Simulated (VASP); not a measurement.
# Si3Sn (lda) (C2/m) in VASP: single point with LDA

Aim: the single point of Si3Sn (lda) with LDA.

All numbers are computed with VASP 6.6.1; they aren't measurements. Logs are shortened: lines on timing, memory, paths and dates and some standing lists are left out, and cuts for length are marked.

## Step 1: The cell of the first run

It takes space group C2/m (No. 12, monoclinic). The conventional cell has a = 13.286 Å, b = 4.006 Å, c = 6.931 Å, α = 90.00°, β = 99.59°, γ = 90.00°. Within 3.3 Å of Sn (site symmetry m) lie 3 Si at 2.51 to 2.56 Å and 1 Sn at 2.70 Å. Within 3.1 Å of Si (site symmetry m) lie 4 Si at 2.35 to 2.42 Å. Si (site symmetry m) has 2 Si at 2.29 to 2.35 Å and 2 Sn at 2.51 Å within 3.0 Å. Si (site symmetry m) has 3 Si at 2.42 Å and 1 Sn at 2.56 Å within 3.2 Å.

## Step 2: Single point, LDA

Contents of INCAR:

```
SYSTEM = Si3Sn
ALGO = Normal ; EDIFF = 1E-7
ENCUT = 520 ; ISIF = 2
ISMEAR = 0 ; LASPH = .True.
LCHARG = .False. ; LREAL = .False.
LWAVE = .False. ; NBANDS = 36
NELM = 100 ; PREC = Accurate
SIGMA = 0.1
```

Contents of KPOINTS:

```
k-points
0
Gamma
  10 10 6
  0 0 0
```

Contents of POSCAR:

```
Si3Sn
1.0
    0.0000000000     -2.8328398888     -2.8328398888
    2.8560323127      5.6576063280     -2.8247664392
    5.6735972173     -2.8146597446      2.8146597446
Sn Si
2 6
Direct
    0.7474083359      0.4948166718      0.2669668005
    0.8150916641      0.6301833282      0.9205331995
    0.4992799814     -0.0014400371      0.5060014510
    0.2422572497      0.4845144995      0.7289362159
    0.0100167670      0.0200335341     -0.0017031877
    0.5524832330      0.1049664659      0.1892031877
    0.3202427503      0.6404855005      0.4585637841
    0.0632200186      0.1264400371      0.6814985490
```

Potentials or basis: VASP PAW LDA potentials, release 64 (Sn_d, Si).

Command:

```sh
$ cat potpaw_LDA.64/Sn_d/POTCAR potpaw_LDA.64/Si/POTCAR > POTCAR
$ mpirun -np 1 vasp_std > vasp.out
```

OUTCAR:

```text
SYSTEM = Si3Sn
   EDIFF = 1E-7
   ENCUT = 520
   ISIF = 2
   ISMEAR = 0
   LASPH = .True.
   LREAL = .False.
   NELM = 100
   PREC = Accurate

 ion  position               nearest neighbor table
   1  0.747  0.495  0.267-   7 2.51   7 2.51   6 2.56   2 2.70
   2  0.815  0.630  0.921-   4 2.51   4 2.51   5 2.56   1 2.70
   3  0.499  0.999  0.506-   7 2.35   6 2.42   8 2.42   8 2.42
   4  0.242  0.485  0.729-   7 2.29   8 2.35   2 2.51   2 2.51
   5  0.010  0.020  0.998-   6 2.42   6 2.42   8 2.42   2 2.56
   6  0.552  0.105  0.189-   5 2.42   5 2.42   3 2.42   1 2.56
   7  0.320  0.640  0.459-   4 2.29   3 2.35   1 2.51   1 2.51
   8  0.063  0.126  0.681-   4 2.35   5 2.42   3 2.42   3 2.42

  LATTYP: Found a base centered monoclinic cell.
 ALAT       =    13.2864208050
 B/A-ratio  =     0.3015289557
 C/A-ratio  =     0.5216363410
 COS(beta)  =    -0.1666092266

  Lattice vectors:

 A1 = (   2.8560323127,   2.8247664392,  -5.6576063280)
 A2 = (   2.8560323127,   5.6576063280,  -2.8247664392)
 A3 = (   5.6735972173,  -2.8146597446,   2.8146597446)

Analysis of symmetry for initial positions (statically):
=====================================================================
 Subroutine PRICEL returns:
 Original cell was already a primitive cell.

 Routine SETGRP: Setting up the symmetry group for a
 base centered monoclinic supercell.

 Subroutine GETGRP returns: Found  4 space group operations
 (whereof  2 operations were pure point group operations)
 out of a pool of  4 trial point group operations.

The static configuration has the point symmetry C_1h.
 The point group associated with its full space group is C_2h.

Analysis of symmetry for dynamics (positions and initial velocities):
=====================================================================
 Subroutine PRICEL returns:
 Original cell was already a primitive cell.

 Routine SETGRP: Setting up the symmetry group for a
 base centered monoclinic supercell.

 Subroutine GETGRP returns: Found  4 space group operations
 (whereof  2 operations were pure point group operations)
 out of a pool of  4 trial point group operations.

The dynamic configuration has the point symmetry C_1h.
 The point group associated with its full space group is C_2h.

 Subroutine INISYM returns: Found  4 space group operations
 (whereof  2 operations are pure point group operations),
 and found     1 'primitive' translations

----------------------------------------------------------------------------------------

                                     Primitive cell

  volume of cell :     181.8771

  direct lattice vectors                    reciprocal lattice vectors
     0.000000000 -2.832839889 -2.832839889     0.043839946 -0.132316556 -0.220686098
     2.856032313  5.657606328 -2.824766439     0.087679891  0.088369542 -0.088369542
     5.673597217 -2.814659745  2.814659745     0.132117838 -0.044484347  0.044484347

  length of vectors
     4.006240591  6.938640744  6.930679933     0.261021006  0.152663405  0.146331259

  position of ions in fractional coordinates (direct lattice)
     0.747408336  0.494816672  0.266966801
     0.815091664  0.630183328  0.920533199
     0.499279981  0.998559963  0.506001451
     0.242257250  0.484514500  0.728936216
     0.010016767  0.020033534  0.998296812
     0.552483233  0.104966466  0.189203188
     0.320242750  0.640485500  0.458563784
     0.063220019  0.126440037  0.681498549

  ion indices of the primitive-cell ions
   primitive index   ion index
                 1           1
                 2           2
                 3           3
                 4           4
                 5           5
                 6           6
                 7           7
                 8           8

----------------------------------------------------------------------------------------

 KPOINTS: k-points

Automatic generation of k-mesh.
 Grid dimensions read from file:
 generate k-points for:   10   10    6

 Generating k-lattice:

  Cartesian coordinates                     Fractional coordinates (reciprocal lattice)
     0.004383995 -0.013231656 -0.022068610     0.100000000 -0.000000000  0.000000000
     0.008767989  0.008836954 -0.008836954     0.000000000  0.100000000  0.000000000
     0.022019640 -0.007414058  0.007414058     0.000000000  0.000000000  0.166666667

  Length of vectors
     0.026102101  0.015266341  0.024388543

  Shift w.r.t. Gamma in fractional coordinates (k-lattice)
     0.000000000  0.000000000  0.000000000

 Subroutine IBZKPT returns following result:
 ===========================================

 Found    172 irreducible k-points:

 Following reciprocal coordinates:
            Coordinates               Weight
  0.000000  0.000000  0.000000      1.000000
  0.100000  0.000000  0.000000      4.000000
  0.200000  0.000000  0.000000      4.000000
  0.300000  0.000000  0.000000      4.000000
  0.400000  0.000000  0.000000      4.000000
  0.500000  0.000000  0.000000      2.000000
[... 16 lines left out ...]
  0.000000  0.300000  0.000000      2.000000
  0.100000  0.300000  0.000000      4.000000
 [... further k-points ...]
   k-points           NKPTS =    172   k-points in BZ     NKDIM =    172   number of bands    NBANDS=     36
   number of dos      NEDOS =    301   number of ions     NIONS =      8
   total plane-waves  NPLWV =  87480
   dimension x,y,z NGX =    30 NGY =   54 NGZ =   54
   dimension x,y,z NGXF=    60 NGYF=  108 NGZF=  108
   ions per type =               2   6
   NGX,Y,Z   is equivalent  to a cutoff of  12.45, 12.94, 12.95 a.u.
   NGXF,Y,Z  is equivalent  to a cutoff of  24.90, 25.88, 25.91 a.u.
 SYSTEM =  Si3Sn
   PREC   = accura    normal or accurate (medium, high low for compatibility)
   ISTART =      0    job   : 0-new  1-cont  2-samecut
   ICHARG =      2    charge: 1-file 2-atom 10-const
   ISPIN  =      1    spin polarized calculation?
   LNONCOLLINEAR =      F non collinear calculations
   LSORBIT =      F    spin-orbit coupling
   LASPH  =      T    aspherical Exc in radial PAW
   ENCUT  =  520.0 eV  38.22 Ry    6.18 a.u.   7.45 12.90 12.89*2*pi/ulx,y,z
   NELM   =    100;   NELMIN=  2; NELMDL= -5     # of ELM steps
   EDIFF  = 0.1E-06   stopping-criterion for ELM
   LREAL  =      F    real-space projection
   EDIFFG = 0.1E-05   stopping-criterion for IOM
   NSW    =      0    number of steps for IOM
   IBRION =     -1    ionic relax: 0-MD 1-quasi-New 2-CG
   NFREE  =      0    steps in history (QN), initial steepest desc. (CG)
   ISIF   =      2    stress and relaxation
   ISYM   =      2    0-nonsym 1-usesym 2-fastsym
   POTIM  = 0.5000    time-step for ionic-motion
   TEBEG  =    0.0;   TEEND  =   0.0 temperature during run
   PSTRESS=    0.0 pullay stress
   NELECT =      52.0000    total number of electrons
   NUPDOWN=      -1.0000    fix difference up-down
   EMIN   =  10.00;   EMAX   =-10.00  energy-range for DOS
   EFERMI =   0.00;   METHOD = LEGACY
   ISMEAR =     0;   SIGMA  =   0.10  broadening in eV -4-tet -1-fermi 0-gaus
   EFERMI_NEDOS =   21; number of points for ismear=-14 and -15
   IALGO  =     38    algorithm
   IMIX   =      4    mixing-type and parameters
     AMIX     =   0.40;   BMIX     =  1.00
     AMIX_MAG =   1.60;   BMIX_MAG =  1.00
  volume/ion in A,a.u.               =      22.73       153.42
  Fermi-wavevector in a.u.,A,eV,Ry     =   1.078491  2.038053 15.825527  1.163143
  Thomas-Fermi vector in A             =   2.214431
   LORBIT       =      0    0 simple, 1 ext, 2 COOP (PROOUT), +10 PAW based schemes
   GGA     = CA    functional components
   LHFCALC =     F    Hartree Fock is set to
   AEXX    =    0.0000 exact exchange contribution
   IVDW    =     0    specifies the selected vdW correction
   LEPSILON=     F    determine dielectric tensor
   LRPA    =     F    only Hartree local field effects (RPA)
 non-spin polarized calculation
 Gauss-broadening in eV      SIGMA  =   0.10
  energy-cutoff  :      520.00
  volume of cell :      181.88
 maximum number of plane-waves:      4936
 NGX is ok and might be reduce to    30
   NGX = 15   NGY = 25   NGZ = 25

 number of electron      52.0000003 magnetization

 Free energy of the ion-electron system (eV)
  ---------------------------------------------------
  ext. energy  EPLUGINS =         0.00000000
  ---------------------------------------------------
  free energy    TOTEN  =       -43.75815183 eV

  energy without entropy =      -43.75701852  energy(sigma->0) =      -43.75758518

 E-fermi :   6.3711     XC(G=0):  -9.6455

 val. band max:        6.3487098943   @ k =   0.0000   0.1000   0.0000
 cond. band min:       6.4079693771   @ k =   0.0000   0.0000   0.0000
 fundamental gap:      0.0592594828
 Fermi energy:         6.3710866178

 k-point     1 :       0.0000    0.0000    0.0000
  band No.  band energies     occupation
      1     -15.2487      2.00000
      2     -15.0666      2.00000
      3     -15.0617      2.00000
      4     -15.0055      2.00000
      5     -14.9931      2.00000
      6     -14.9682      2.00000
[... 28 lines left out ...]
     35       9.4938      0.00000
     36      10.2632      0.00000

 k-point     2 :       0.1000    0.0000    0.0000
  band No.  band energies     occupation
      1     -15.2478      2.00000
      2     -15.0662      2.00000
      3     -15.0633      2.00000
      4     -15.0027      2.00000
      5     -14.9949      2.00000
      6     -14.9655      2.00000
[... 28 lines left out ...]
     35       9.7514      0.00000
     36       9.8276      0.00000

 k-point     3 :       0.2000    0.0000    0.0000
  band No.  band energies     occupation
      1     -15.2453      2.00000
      2     -15.0675      2.00000
      3     -15.0652      2.00000
      4     -14.9994      2.00000
      5     -14.9954      2.00000
      6     -14.9630      2.00000
[... 28 lines left out ...]
     35       9.9626      0.00000
     36      10.2263      0.00000

 k-point     4 :       0.3000    0.0000    0.0000
  band No.  band energies     occupation
      1     -15.2424      2.00000
      2     -15.0726      2.00000
      3     -15.0641      2.00000
      4     -15.0045      2.00000
      5     -14.9862      2.00000
      6     -14.9669      2.00000
[... 28 lines left out ...]
     35      10.6442      0.00000
     36      10.8346      0.00000

 k-point     5 :       0.4000    0.0000    0.0000
  band No.  band energies     occupation
      1     -15.2401      2.00000
      2     -15.0766      2.00000
      3     -15.0632      2.00000
      4     -15.0086      2.00000
      5     -14.9786      2.00000
      6     -14.9703      2.00000
[... 655 lines left out ...]
 k-point    22 :      -0.4000    0.2000    0.0000
  band No.  band energies     occupation
      1     -15.2402      2.00000
      2     -15.0766      2.00000
      3     -15.0632      2.00000
      4     -15.0086      2.00000
      5     -14.9787      2.00000
      6     -14.9702      2.00000
[... 28 lines left out ...]
     35      10.7594      0.00000
     36      10.9820      0.00000

 k-point    23 :       0.0000    0.3000    0.0000
  band No.  band energies     occupation
      1     -15.2486      2.00000
      2     -15.0666      2.00000
      3     -15.0617      2.00000
      4     -15.0050      2.00000
      5     -14.9931      2.00000
      6     -14.9684      2.00000
[... 28 lines left out ...]
     35       9.6655      0.00000
     36       9.7442      0.00000

 k-point    24 :       0.1000    0.3000    0.0000
  band No.  band energies     occupation
      1     -15.2476      2.00000
      2     -15.0662      2.00000
      3     -15.0633      2.00000
      4     -15.0022      2.00000
      5     -14.9949      2.00000
      6     -14.9657      2.00000
[... 28 lines left out ...]
     35       9.5967      0.00000
     36       9.8582      0.00000

 [... further k-points ...]

------------------------ aborting loop because EDIFF is reached ----------------------------------------

  FORCE on cell =-STRESS in cart. coord.  units (eV):
  Direction    XX          YY          ZZ          XY          YZ          ZX
  --------------------------------------------------------------------------------------
  -------------------------------------------------------------------------------------
  Total        0.0583233      0.0524210      0.0524210     -0.0108572     -0.0140680      0.0108573
  in kB        0.5137773      0.4617833      0.4617833     -0.0956427     -0.1239267      0.0956430
  external PRESSURE =       0.4791146 kB  Pullay stress =       0.0000000 kB

 VOLUME and BASIS-vectors are now :
 -----------------------------------------------------------------------------
  energy-cutoff  :      520.00
  volume of cell :      181.88
      direct lattice vectors                 reciprocal lattice vectors
     0.000000000 -2.832839889 -2.832839889     0.043839946 -0.132316556 -0.220686098
     2.856032313  5.657606328 -2.824766439     0.087679891  0.088369542 -0.088369542
     5.673597217 -2.814659745  2.814659745     0.132117838 -0.044484347  0.044484347

 POSITION                                       TOTAL-FORCE (eV/Angst)
 -----------------------------------------------------------------------------------
      2.92787     -0.06923     -2.76361         0.006930     -0.005839      0.005839
      7.02256     -1.33468     -1.49816        -0.006930      0.005839     -0.005839
      5.72277      2.81086     -2.81086        -0.000123     -0.001514      0.001514
      5.51948      0.00321     -0.00321        -0.000308     -0.002484      0.002484
      5.72115     -2.72490      2.72490         0.001234      0.000738     -0.000738
      1.37325     -1.50378     -1.32906        -0.001234     -0.000738      0.000738
      4.43095      1.42572     -1.42572         0.000308      0.002484     -0.002484
      4.22767     -1.38193      1.38193         0.000123      0.001514     -0.001514
 -----------------------------------------------------------------------------------
    total drift:                                0.000002      0.000099      0.000064

  FREE ENERGIE OF THE ION-ELECTRON SYSTEM (eV)
  ---------------------------------------------------
  free  energy   TOTEN  =       -43.7581518324 eV

  energy  without entropy=      -43.7570185179  energy(sigma->0) =      -43.75758518
```

Run time: 8.8 min. Hardware: 1 thread of AMD EPYC 9R45 (Zen 5), shared host; peak memory 0.83 GiB.

What came out:

- Free energy: -43.7582 eV
- Pressure: 0.0 GPa
- Largest force: 0.011 eV/Å

Forces on the atoms (eV/Å):
```
Sn   0.007 -0.006  0.006
Sn  -0.007  0.006 -0.006
Si   0.000 -0.002  0.002
Si   0.000 -0.002  0.002
Si   0.001  0.001 -0.001
Si  -0.001 -0.001  0.001
Si   0.000  0.002 -0.002
Si   0.000  0.002 -0.002
```

Caveat: spin-orbit coupling is left out, which moves the levels of the heavy elements.
